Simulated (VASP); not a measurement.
**RbBr: single point with r2SCAN**

Crystal: RbBr.

```
Rb Br
1.0
     0.00000    3.46083    3.46083
     3.46083    0.00000    3.46083
     3.46083    3.46083    0.00000
Rb Br
1 1
Direct
  0.00000 0.00000 0.00000
  0.50000 0.50000 0.50000
```

```yaml
Program: VASP 6.6.1
Task: single point
Functional: r2SCAN
Potentials_or_basis: VASP PAW PBE potentials, release 64 (Rb_sv, Br)
Cutoff: 520 eV
k_mesh: 6 × 6 × 6
Occupations: fermi-dirac, width 0.02 eV
Spin: no spin polarisation
Dipole_correction: no
Further_INCAR_settings: ALGO = Normal; EDIFF = 1e-06; NBANDS = 15
```

The pressure is 0.0 GPa and the band gap on the k mesh is 4.89 eV, direct.

Levels at points of the mesh, in eV from the valence-band top:
| k point | band 4 | band 5 | band 6 | band 7 | band 8 | band 9 | band 10 | band 11 | band 12 | band 13 |
| --- | --- | --- | --- | --- | --- | --- | --- | --- | --- | --- |
| (0.00, 0.00, 0.00) | -8.75 | -8.75 | 0.00 | 0.00 | 0.00 | 4.89 | 7.87 | 7.87 | 7.87 | 8.92 |
| (0.50, 0.00, 0.00) | -8.75 | -8.70 | -0.92 | -0.32 | -0.32 | 7.22 | 8.17 | 10.14 | 10.14 | 10.76 |
| (0.50, 0.50, 0.00) | -8.81 | -8.81 | -0.47 | -0.16 | -0.16 | 6.09 | 7.84 | 9.57 | 10.00 | 10.23 |

Wall time 76 s on 1 thread of Intel(R) Xeon(R) Platinum 8124M CPU @ 3.00GHz (Skylake/Cascade Lake) (shared host), peak memory 0.21 GiB.

Caveat: the PAW data sets were made with another functional, which shifts forces and pressure a little. r2SCAN opens gaps a little over a GGA but as a rule still falls short of measured ones.
